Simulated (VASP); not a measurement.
# AlN (F-43m) in VASP: notebook

Runs on AlN. Level: HF. Tasks: single point.

Everything below comes from runs of VASP 6.6.1. Logs are shortened: lines on timing, memory, paths and dates and some standing lists are left out, and cuts for length are marked.

## Step 1: The cell of the first run

The structure is cubic, space group F-43m (No. 216). Conventional cell: a = 4.279 Å, b = 4.279 Å, c = 4.279 Å, α = 90.00°, β = 90.00°, γ = 90.00°. Al (site symmetry -43m) has 4 N at 1.85 Å within 2.5 Å. N (site symmetry -43m) has 4 Al at 1.85 Å within 2.5 Å.

## Step 2: Single point, HF

Contents of POSCAR:

```
AlN
1.0
    0.0000000000      2.1394097525      2.1394097525
    2.1394097525      0.0000000000      2.1394097525
    2.1394097525      2.1394097525      0.0000000000
Al N
1 1
Direct
    0.0000000000      0.0000000000      0.0000000000
    0.2500000000      0.2500000000      0.2500000000
```

Contents of INCAR.step1:

```
PREC = Accurate
ENCUT = 520
EDIFF = 1E-5
ISMEAR = -1
SIGMA = 0.05
LREAL = F
LASPH = T
NELM = 60
ALGO = Normal
ISIF = 2
LWAVE = T
LCHARG = F
GGA = PE
NBANDS = 11
```

Contents of INCAR.step2:

```
PREC = Accurate
ENCUT = 520
EDIFF = 1E-6
ISMEAR = -1
SIGMA = 0.05
LREAL = F
LASPH = T
NELM = 60
ALGO = Normal
ISIF = 2
LWAVE = F
LCHARG = F
GGA = PE
LHFCALC = T
AEXX = 1.0
ALDAC = 0.0
AGGAC = 0.0
PRECFOCK = Normal
ISTART = 1
NBANDS = 11
```

Contents of KPOINTS:

```
regular mesh
0
Gamma
  5 5 5
```

Potentials or basis: VASP PAW PBE potentials, release 64 (Al, N).

On the command line:

```console
$ cat potpaw_PBE.64/Al/POTCAR potpaw_PBE.64/N/POTCAR > POTCAR
$ cp INCAR.step1 INCAR
$ mpirun -np 1 vasp_std > vasp.out
$ cp INCAR.step2 INCAR
$ mpirun -np 1 vasp_std > vasp.out
```

OUTCAR:

```text
PREC = Accurate
   ENCUT = 520
   EDIFF = 1E-6
   ISMEAR = -1
   LREAL = F
   LASPH = T
   NELM = 60
   ISIF = 2
   GGA = PE
   LHFCALC = T
   AEXX = 1.0
   PRECFOCK = Normal
   ISTART = 1

 ion  position               nearest neighbor table
   1  0.000  0.000  0.000-   2 1.85   2 1.85   2 1.85   2 1.85
   2  0.250  0.250  0.250-   1 1.85   1 1.85   1 1.85   1 1.85

  LATTYP: Found a face centered cubic cell.
 ALAT       =     4.2788195050

  Lattice vectors:

 A1 = (   0.0000000000,   2.1394097525,   2.1394097525)
 A2 = (   2.1394097525,   0.0000000000,   2.1394097525)
 A3 = (   2.1394097525,   2.1394097525,   0.0000000000)

Analysis of symmetry for initial positions (statically):
=====================================================================
 Subroutine PRICEL returns:
 Original cell was already a primitive cell.

 Routine SETGRP: Setting up the symmetry group for a
 face centered cubic supercell.

 Subroutine GETGRP returns: Found 24 space group operations
 (whereof 24 operations were pure point group operations)
 out of a pool of 48 trial point group operations.

The static configuration has the point symmetry T_d .

Analysis of symmetry for dynamics (positions and initial velocities):
=====================================================================
 Subroutine PRICEL returns:
 Original cell was already a primitive cell.

 Routine SETGRP: Setting up the symmetry group for a
 face centered cubic supercell.

 Subroutine GETGRP returns: Found 24 space group operations
 (whereof 24 operations were pure point group operations)
 out of a pool of 48 trial point group operations.

The dynamic configuration has the point symmetry T_d .

 Subroutine INISYM returns: Found 24 space group operations
 (whereof 24 operations are pure point group operations),
 and found     1 'primitive' translations

----------------------------------------------------------------------------------------

                                     Primitive cell

  volume of cell :      19.5845

  direct lattice vectors                    reciprocal lattice vectors
     0.000000000  2.139409753  2.139409753    -0.233709321  0.233709321  0.233709321
     2.139409753  0.000000000  2.139409753     0.233709321 -0.233709321  0.233709321
     2.139409753  2.139409753  0.000000000     0.233709321  0.233709321 -0.233709321

  length of vectors
     3.025582287  3.025582287  3.025582287     0.404796418  0.404796418  0.404796418

  position of ions in fractional coordinates (direct lattice)
     0.000000000  0.000000000  0.000000000
     0.250000000  0.250000000  0.250000000

  ion indices of the primitive-cell ions
   primitive index   ion index
                 1           1
                 2           2

----------------------------------------------------------------------------------------

 KPOINTS: regular mesh

Automatic generation of k-mesh.
 Grid dimensions read from file:
 generate k-points for:    5    5    5

 Generating k-lattice:

  Cartesian coordinates                     Fractional coordinates (reciprocal lattice)
    -0.046741864  0.046741864  0.046741864     0.200000000  0.000000000  0.000000000
     0.046741864 -0.046741864  0.046741864     0.000000000  0.200000000  0.000000000
     0.046741864  0.046741864 -0.046741864     0.000000000  0.000000000  0.200000000

  Length of vectors
     0.080959284  0.080959284  0.080959284

  Shift w.r.t. Gamma in fractional coordinates (k-lattice)
     0.000000000  0.000000000  0.000000000

 Subroutine IBZKPT returns following result:
 ===========================================

 Found     10 irreducible k-points:

 Following reciprocal coordinates:
            Coordinates               Weight
  0.000000  0.000000  0.000000      1.000000
  0.200000  0.000000  0.000000      8.000000
  0.400000  0.000000  0.000000      8.000000
  0.200000  0.200000  0.000000      6.000000
  0.400000  0.200000  0.000000     24.000000
 -0.400000  0.200000  0.000000     24.000000
 -0.200000  0.200000  0.000000     12.000000
  0.400000  0.400000  0.000000      6.000000
 -0.400000  0.400000  0.000000     12.000000
 -0.400000  0.400000  0.200000     24.000000
   k-points           NKPTS =     10   k-points in BZ     NKDIM =    125   number of bands    NBANDS=     11
   number of dos      NEDOS =    301   number of ions     NIONS =      2
   total plane-waves  NPLWV =  13824
   dimension x,y,z NGX =    24 NGY =   24 NGZ =   24
   dimension x,y,z NGXF=    48 NGYF=   48 NGZF=   48
   ions per type =               1   1
   NGX,Y,Z   is equivalent  to a cutoff of  13.19, 13.19, 13.19 a.u.
   NGXF,Y,Z  is equivalent  to a cutoff of  26.37, 26.37, 26.37 a.u.
 SYSTEM =  unknown system
   PREC   = accura    normal or accurate (medium, high low for compatibility)
   ISTART =      1    job   : 0-new  1-cont  2-samecut
   ICHARG =      0    charge: 1-file 2-atom 10-const
   ISPIN  =      1    spin polarized calculation?
   LNONCOLLINEAR =      F non collinear calculations
   LSORBIT =      F    spin-orbit coupling
   LASPH  =      T    aspherical Exc in radial PAW
   ENCUT  =  520.0 eV  38.22 Ry    6.18 a.u.   5.63  5.63  5.63*2*pi/ulx,y,z
   NELM   =     60;   NELMIN=  2; NELMDL=  0     # of ELM steps
   EDIFF  = 0.1E-05   stopping-criterion for ELM
   LREAL  =      F    real-space projection
   EDIFFG = 0.1E-04   stopping-criterion for IOM
   NSW    =      0    number of steps for IOM
   IBRION =     -1    ionic relax: 0-MD 1-quasi-New 2-CG
   NFREE  =      0    steps in history (QN), initial steepest desc. (CG)
   ISIF   =      2    stress and relaxation
   ISYM   =      3    0-nonsym 1-usesym 2-fastsym
   POTIM  = 0.5000    time-step for ionic-motion
   TEBEG  =    0.0;   TEEND  =   0.0 temperature during run
   PSTRESS=    0.0 pullay stress
   NELECT =       8.0000    total number of electrons
   NUPDOWN=      -1.0000    fix difference up-down
   EMIN   =  10.00;   EMAX   =-10.00  energy-range for DOS
   EFERMI =   0.00;   METHOD = LEGACY
   ISMEAR =    -1;   SIGMA  =   0.05  broadening in eV -4-tet -1-fermi 0-gaus
   EFERMI_NEDOS =   21; number of points for ismear=-14 and -15
   IALGO  =     38    algorithm
   IMIX   =      1    mixing-type and parameters
     AMIX     =   0.40;   BMIX     =  1.00
     AMIX_MAG =   1.60;   BMIX_MAG =  1.00
  volume/ion in A,a.u.               =       9.79        66.08
  Fermi-wavevector in a.u.,A,eV,Ry     =   1.214696  2.295442 20.075204  1.475486
  Thomas-Fermi vector in A             =   2.350107
   LORBIT       =      0    0 simple, 1 ext, 2 COOP (PROOUT), +10 PAW based schemes
   GGA     = PE    functional components
   LHFCALC =     T    Hartree Fock is set to
   PRECFOCK=normal    Normal, Fast or Accurate (Low or Medium for compatibility)
   ENCUT4O =  -1.0   cutoff for four orbital integrals eV
   NKREDX  =     1    reduce k-point grid by
   NKREDY  =     1    reduce k-point grid by
   NKREDZ  =     1    reduce k-point grid by
   AEXX    =    1.0000 exact exchange contribution
   HFSCREEN=    0.0000 screening length (either q_TF or 0.3 A-1)
   HFSCREENC=   0.0000 screening length for correlation (either q_TF or 0.3 A-1)
   ENCUTFOCK=  -1.0 apply spherical cutoff to Coloumb kernel
   IVDW    =     0    specifies the selected vdW correction
   LEPSILON=     F    determine dielectric tensor
   LRPA    =     F    only Hartree local field effects (RPA)
 non-spin polarized calculation
  energy-cutoff  :      520.00
  volume of cell :       19.58
 maximum number of plane-waves:       533
  NGX = 18; NGY = 18; NGZ = 18

 number of electron       7.9999998 magnetization

 Free energy of the ion-electron system (eV)
  ---------------------------------------------------
  ext. energy  EPLUGINS =         0.00000000
  ---------------------------------------------------
  free energy    TOTEN  =       -27.33712311 eV

  energy without entropy =      -27.33712311  energy(sigma->0) =      -27.33712311

 E-fermi :   3.4757     XC(G=0):   0.0000

 val. band max:        2.3395287852   @ k =   0.0000   0.0000   0.0000
 cond. band min:      15.4978696679   @ k =   0.4000   0.4000   0.0000
 fundamental gap:     13.1583408828
 Fermi energy:         3.4757214375

 k-point     1 :       0.0000    0.0000    0.0000
  band No.  band energies     occupation
      1     -19.1300      2.00000
      2       2.3395      2.00000
      3       2.3395      2.00000
      4       2.3395      2.00000
      5      15.5664      0.00000
      6      22.3341      0.00000
      7      26.1284      0.00000
      8      26.1284      0.00000
      9      26.1284      0.00000
     10      32.0744      0.00000
     11      32.0744      0.00000

 k-point     2 :       0.2000    0.0000    0.0000
  band No.  band energies     occupation
      1     -18.3323      2.00000
      2      -0.8519      2.00000
      3       2.0904      2.00000
      4       2.0904      2.00000
      5      17.5385      0.00000
      6      21.5486      0.00000
      7      25.9881      0.00000
      8      26.2310      0.00000
      9      26.2310      0.00000
     10      29.8413      0.00000
     11      29.8413      0.00000

 k-point     3 :       0.4000    0.0000    0.0000
  band No.  band energies     occupation
      1     -16.6120      2.00000
      2      -5.1391      2.00000
      3       1.7225      2.00000
      4       1.7225      2.00000
      5      17.8136      0.00000
      6      22.8129      0.00000
      7      24.5077      0.00000
      8      24.5077      0.00000
      9      24.6315      0.00000
     10      32.7981      0.00000
     11      33.8200      0.00000
[... 71 lines left out ...]
 k-point     9 :      -0.4000    0.4000    0.0000
  band No.  band energies     occupation
      1     -15.2518      2.00000
      2      -4.3526      2.00000
      3      -1.9057      2.00000
      4       0.2583      2.00000
      5      16.2328      0.00000
      6      19.5189      0.00000
      7      24.5088      0.00000
      8      29.2035      0.00000
      9      29.5418      0.00000
     10      30.0155      0.00000
     11      36.1376      0.00000

 k-point    10 :      -0.4000    0.4000    0.2000
  band No.  band energies     occupation
      1     -15.5147      2.00000
      2      -3.9458      2.00000
      3      -1.7926      2.00000
      4      -0.0932      2.00000
      5      18.1850      0.00000
      6      20.0882      0.00000
      7      23.9166      0.00000
      8      26.4922      0.00000
      9      28.8934      0.00000
     10      31.7031      0.00000
     11      34.2569      0.00000

------------------------ aborting loop because EDIFF is reached ----------------------------------------

  FORCE on cell =-STRESS in cart. coord.  units (eV):
  Direction    XX          YY          ZZ          XY          YZ          ZX
  --------------------------------------------------------------------------------------
  -------------------------------------------------------------------------------------
  Total        1.6820695      1.6820695      1.6820695     -0.0000000     -0.0000000      0.0000000
  in kB      137.6076560    137.6076560    137.6076560     -0.0000000     -0.0000000      0.0000000
  external PRESSURE =     137.6076560 kB  Pullay stress =       0.0000000 kB

 VOLUME and BASIS-vectors are now :
 -----------------------------------------------------------------------------
  energy-cutoff  :      520.00
  volume of cell :       19.58
      direct lattice vectors                 reciprocal lattice vectors
     0.000000000  2.139409753  2.139409753    -0.233709321  0.233709321  0.233709321
     2.139409753  0.000000000  2.139409753     0.233709321 -0.233709321  0.233709321
     2.139409753  2.139409753  0.000000000     0.233709321  0.233709321 -0.233709321

 POSITION                                       TOTAL-FORCE (eV/Angst)
 -----------------------------------------------------------------------------------
      0.00000      0.00000      0.00000        -0.000000     -0.000000      0.000000
      1.06970      1.06970      1.06970         0.000000      0.000000     -0.000000
 -----------------------------------------------------------------------------------
    total drift:                               -0.000000     -0.000000      0.000000

  FREE ENERGIE OF THE ION-ELECTRON SYSTEM (eV)
  ---------------------------------------------------
  free  energy   TOTEN  =       -27.3371231070 eV

  energy  without entropy=      -27.3371231070  energy(sigma->0) =      -27.33712311
```

Run time: 98 s. Hardware: 1 thread of Intel Xeon 6975P-C (Granite Rapids), shared host; peak memory 0.13 GiB.

Results:

| Quantity | Value |
| --- | --- |
| Free energy | -27.3371 eV |
| Pressure | 13.8 GPa |
| Band gap on the k mesh | 13.16 eV, indirect (least direct gap 13.23 eV) |

Levels at points of the mesh, in eV from the valence-band top:
| k point | band 1 | band 2 | band 3 | band 4 | band 5 | band 6 | band 7 | band 8 | band 9 |
| --- | --- | --- | --- | --- | --- | --- | --- | --- | --- |
| (0.00, 0.00, 0.00) | -21.47 | 0.00 | 0.00 | 0.00 | 13.23 | 19.99 | 23.79 | 23.79 | 23.79 |

Caveat: the k points lie up to 0.51 Å⁻¹ apart; the PAW data sets were made with another functional, which shifts forces and pressure a little. A k mesh can miss the band edges.

(Part 1 of 2 ends here.)
